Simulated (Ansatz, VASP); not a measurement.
**HfB2 in VASP and in Ansatz**

INCAR

```
ALGO = Normal
EDIFF = 1E-7
ENCUT = 520
GGA = PE
ISIF = 2
ISMEAR = -1
LASPH = T
LCHARG = F
LREAL = F
LWAVE = F
NBANDS = 15
NELM = 60
PREC = Accurate
SIGMA = 0.05
```

File KPOINTS:

```
k-points
0
Gamma
  13 13 11
```

POSCAR

```
HfB2
1.0
    3.1400001005     -0.0471000015     -0.0471000015
   -1.6107898481      2.7428698556     -0.0172397971
   -0.0522000000     -0.0522000000      3.4800000000
Hf B
1 2
Direct
    0.0000000000      0.0000000000      0.0000000000
    0.3333333333      0.6666666667      0.5000000000
    0.6666666667      0.3333333333      0.5000000000
```

Input for Ansatz:

```yaml
crystal:
  lattice:
    - [3.1400001005, -0.0471000015, -0.0471000015]
    - [-1.6107898481, 2.7428698556, -0.0172397971]
    - [-0.0522, -0.0522, 3.48]
  atoms:
    - { symbol: Hf, position: [0.0, 0.0, 0.0] }
    - { symbol: B, position: [0.3333333333, 0.6666666667, 0.5] }
    - { symbol: B, position: [0.6666666667, 0.3333333333, 0.5] }
kpoints:
  mp_grid: { grid: [13, 13, 11] }
  band_path:
    path:
      - [0.0, 0.0, 0.0]
      - [0.0, 0.0, 0.5]
      - [-0.5, 0.5, 0.0]
      - [0.0, 0.0, 0.0]
      - [0.0, -0.5, 0.0]
      - [-0.5, 0.0, 0.5]
      - [0.0, 0.0, 0.0]
      - [-0.5, 0.0, 0.0]
      - [0.0, -0.5, 0.5]
    npoints: 5
scf:
  occupations: { method: fermi_dirac, width: 0.05 }
hamiltonian:
  xc: pbe
  pseudopotentials: { kind: all_electron, lapw: { basis_error: 0.0005 } }
output:
  forces: true
  stress: true
  eigenvalues: true
```

Change from the starting cell: equal xy, yz and zx shear strains of -3 %.

Alike in both runs: task single point; functional PBE; k mesh 13 × 13 × 11; occupations fermi-dirac, width 0.05 eV; no spin polarisation.

|  | VASP | Ansatz |
| --- | --- | --- |
| version | VASP 6.6.1 | Ansatz 0.2.0 |
| potentials or method | VASP PAW PBE potentials, release 64 (Hf_pv, B), cutoff 520 eV | all-electron LAPW, scalar-relativistic |

|  | VASP | Ansatz | Ansatz less VASP |
| --- | --- | --- | --- |
| pressure (GPa) | 1.8 | 2.3 | +0.44 |
| traceless stress, the component that is largest in VASP (GPa) | 8.46 | 8.42 | -0.039 |
| rms of the force components (eV/Å) | 0.026 | 0.026 | +0.0001 |

Atom by atom the forces differ by 0.000 eV/Å (rms over components). Ansatz ran all-electron here, and VASP with PAW potentials.

Neither program's run includes spin-orbit coupling.
